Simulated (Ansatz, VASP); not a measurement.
# Pb in VASP and in Ansatz

```
CELL_PARAMETERS angstrom
0.00000 2.49141 2.49141
2.49141 0.00000 2.49141
2.49141 2.49141 0.00000
ATOMIC_POSITIONS crystal
Pb 0.00000 0.00000 0.00000
```

Change from the starting cell: volume scaled by 1.02.

Alike in both runs: task single point; functional RPBE; dispersion D3(BJ); k mesh 7 × 7 × 7; occupations fermi-dirac, width 0.025 eV; non-collinear spin, spin-orbit coupling.

```csv
,VASP,Ansatz
version,VASP 6.6.1,Ansatz 0.2.0
potentials or method,"VASP PAW PBE potentials, release 64 (Pb_d), cutoff 520 eV","all-electron LAPW, relativistic spinors"
```

|  | VASP | Ansatz | Ansatz less VASP |
| --- | --- | --- | --- |
| pressure (GPa) | -16.5 | -16.6 | -0.03 |
| net moment per atom (μB) | 0.00 | 0.00 | 0.000 |

VASP's potentials were made for PBE, not for RPBE. Ansatz ran all-electron here, and VASP with PAW potentials.

Noted on Ansatz's run: the k mesh is thin for a metal, which can move the energy by tens of meV per atom.
